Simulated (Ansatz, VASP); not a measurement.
# One calculation of Cu3B, two programs

```
CELL_PARAMETERS angstrom
3.46293 0.00000 0.00000
0.00000 3.46293 0.00000
0.00000 0.00000 3.46293
ATOMIC_POSITIONS crystal
Cu 0.00000 0.50000 0.50000
Cu 0.50000 0.00000 0.50000
Cu 0.50000 0.50000 0.00000
B 0.00000 0.00000 0.00000
```

Change from the starting cell: species swapped into the CuAu3 type (Pm-3m, No. 221).

Alike in both runs: task single point; functional PBE; k mesh 6 × 6 × 6; occupations gaussian, width 0.1 eV; no spin polarisation.

|  | VASP | Ansatz |
| --- | --- | --- |
| version | VASP 6.6.1 | Ansatz 0.2.0 |
| potentials or method | VASP PAW PBE potentials, release 64 (Cu, B), cutoff 600 eV | scalar-relativistic, plane waves, PAW |
| valence electrons in the cell | 36 | 60 |

|  | VASP | Ansatz | Ansatz less VASP |
| --- | --- | --- | --- |
| gap on the k mesh at the Fermi level (eV) | none | none | - |
| pressure (GPa) | 0.8 | 0.3 | -0.54 |

A gap of «none» marks a metal or a gap that the smearing closes. With one functional, cell and mesh, what is left measures potentials, basis and numerics. VASP's potentials hold 36 valence electrons a cell and Ansatz's 60, so a difference there can come from the potentials and not from the codes.
